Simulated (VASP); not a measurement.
Here is a VASP 6.6.1 calculation.

INCAR

```
SYSTEM = Ca3Ni
  PREC = Accurate
  ENCUT = 520
  EDIFF = 1E-6
  ISMEAR = 0
  SIGMA = 0.1
  LREAL = .False.
  LASPH = .True.
  NELM = 60
  ALGO = Fast
  ISIF = 2
  LWAVE = .False.
  LCHARG = .False.
  GGA = PE
  NBANDS = 50
```

Contents of KPOINTS:

```
Automatic mesh
0
Gamma
  6 6 10
  0 0 0
```

File POSCAR:

```
Ca3Ni
1.0
    9.0419369623      0.0000000000      0.0000000000
   -4.5209684812      7.8305471088      0.0000000000
    0.0000000000      0.0000000000      3.9513088103
Ca Ni
6 2
Direct
    0.7966665591      0.5933331183      0.2500000000
    0.2033334409      0.7966665591      0.7500000000
    0.4066668817      0.2033334409      0.2500000000
    0.2033334409      0.4066668817      0.7500000000
    0.7966665591      0.2033334409      0.2500000000
    0.5933331183      0.7966665591      0.7500000000
    0.3333333333      0.6666666667      0.2500000000
    0.6666666667      0.3333333333      0.7500000000
```

Potentials or basis: VASP PAW PBE potentials, release 64 (Ca_sv, Ni).

Run with:

```console
$ cat potpaw_PBE.64/Ca_sv/POTCAR potpaw_PBE.64/Ni/POTCAR > POTCAR
$ mpirun -np 1 vasp_std > vasp.out
```

(1) What does it give for the band gap on the k mesh?

(2) Predict the pressure.

## Answers

(1) zero (bands 40 and 41 overlap by 1.15 eV).

(2) 0.0 GPa.
